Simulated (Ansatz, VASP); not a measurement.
One calculation of SnO, two programs

INCAR

```
SYSTEM = SnO
PREC     = Accurate       ! precision mode
ENCUT    = 520            ! plane-wave cutoff, eV
EDIFF    = 1E-8           ! SCF threshold, eV
ISMEAR   = -1             ! smearing method
SIGMA    = 0.01           ! smearing width, eV
LREAL    = .FALSE.        ! projectors in reciprocal space
LASPH    = .TRUE.         ! aspherical terms in the spheres
NELM     = 100            ! most SCF steps
ALGO     = Normal         ! electronic algorithm
ISIF     = 2              ! what is computed and relaxed
LWAVE    = .FALSE.        ! write WAVECAR
LCHARG   = .FALSE.        ! write CHGCAR
GGA      = PS             ! functional
LEFG     = .TRUE.       
NBANDS   = 28             ! bands
```

File KPOINTS:

```
regular mesh
0
G
  8 8 6
  0 0 0
```

The input POSCAR:

```
SnO
1.0
    3.7764824526      0.0000000000      0.0000000000
    0.0000000000      3.7764824526      0.0000000000
    0.0000000000      0.0000000000      4.8035426462
Sn O
2 2
Direct
    0.0000000000      0.5000000000      0.2385000000
    0.5000000000      0.0000000000      0.7615000000
    0.0000000000      0.0000000000      0.0000000000
    0.5000000000      0.5000000000      0.0000000000
```

Input for Ansatz:

```yaml
crystal:
  lattice:
    - [3.7764824526, 0.0, 0.0]
    - [0.0, 3.7764824526, 0.0]
    - [0.0, 0.0, 4.8035426462]
  atoms:
    - { symbol: Sn, position: [0.0, 0.5, 0.2385] }
    - { symbol: Sn, position: [0.5, 0.0, 0.7615] }
    - { symbol: O, position: [0.0, 0.0, 0.0] }
    - { symbol: O, position: [0.5, 0.5, 0.0] }
kpoints:
  mp_grid: { grid: [8, 8, 6] }
scf:
  occupations: { method: fermi_dirac, width: 0.01 }
hamiltonian:
  xc: pbesol
  pseudopotentials: { kind: paw }
output:
  forces: true
  stress: true
  eigenvalues: true
  efg: { contact_densities: true }
```

Change from the starting cell: volume scaled by 0.98, PAW files.

Alike in both runs: task electric field gradients; functional PBEsol; k mesh 8 × 8 × 6; occupations fermi-dirac, width 0.01 eV; no spin polarisation.

|  | VASP | Ansatz |
| --- | --- | --- |
| version | VASP 6.6.1 | Ansatz 0.2.0 |
| potentials or method | VASP PAW PBE potentials, release 64 (Sn_d, O) | PAW with Ansatz's default frozen-core files, scalar-relativistic |
| plane-wave cutoff (eV) | 520 | 420 |
| valence electrons in the cell | 40 | 40 |

|  | VASP | Ansatz | Ansatz less VASP |
| --- | --- | --- | --- |
| pressure (GPa) | 2.2 | 1.9 | -0.27 |
| traceless stress, the component that is largest in VASP (GPa) | -0.57 | -0.58 | -0.019 |
| rms of the force components (eV/Å) | 0.185 | 0.148 | -0.0372 |
| size of Vzz on the site where it differs most (V/Å²) | 164.0 | 173.2 | +9.24 |

VASP's potentials were made for PBE, not for PBEsol. Atom by atom the forces differ by 0.037 eV/Å (rms over components). With one functional, cell and mesh, what is left measures potentials, basis and numerics.
